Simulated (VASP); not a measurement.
Input of a VASP 6.6.1 run:

The input POSCAR:

```
TiS2
1.0
    3.4120005726      0.0000000000      0.0000000000
   -1.7060002863      2.9548791736      0.0000000000
    0.0000000000      0.0000000000      5.6950000000
Ti S
1 2
Direct
    0.0000000000      0.0000000000      0.0000000000
    0.3333333333      0.6666666667      0.2500000000
    0.6666666667      0.3333333333      0.7500000000
```

INCAR.step1

```
SYSTEM = TiS2
PREC = Accurate ; ENCUT = 500
ISMEAR = -1 ; SIGMA = 0.05
LREAL = .FALSE. ; LASPH = .TRUE.
NELM = 120 ; GGA = PE
ALGO = Normal ; EDIFF = 1E-5
LWAVE = .TRUE. ; LCHARG = .FALSE.
GGA_COMPAT = .FALSE. ; IBRION = 2
EDIFFG = -0.01 ; NELMIN = 4
NSW = 100
```

File INCAR.step2:

```
SYSTEM = TiS2
PREC = Accurate ; ENCUT = 500
EDIFF = 1E-7 ; ISMEAR = -1
SIGMA = 0.05 ; LREAL = .FALSE.
LASPH = .TRUE. ; NELM = 120
ALGO = Normal ; ISIF = 2
LWAVE = .FALSE. ; LCHARG = .FALSE.
METAGGA = R2SCAN ; LMIXTAU = .TRUE.
IBRION = 2 ; NSW = 80
EDIFFG = -0.02 ; ISTART = 1
GGA_COMPAT = .FALSE. ; NELMIN = 4
```

Contents of KPOINTS:

```
Automatic mesh
0
G
  11 11 6
  0 0 0
```

Potentials or basis: VASP PAW PBE potentials, release 64 (Ti_sv, S).

Command:

```bash
$ cat potpaw_PBE.64/Ti_sv/POTCAR potpaw_PBE.64/S/POTCAR > POTCAR
$ cp INCAR.step1 INCAR
$ mpirun -np 1 vasp_std > vasp.out
$ cp INCAR.step2 INCAR
$ mpirun -np 1 vasp_std > vasp.out
```

(1) Predict the energy gained by relaxing.

(2) Predict the band gap on the k mesh.

## Answers

(1) 2.2 meV/atom.

(2) 0.20 eV (least direct gap 0.65 eV).
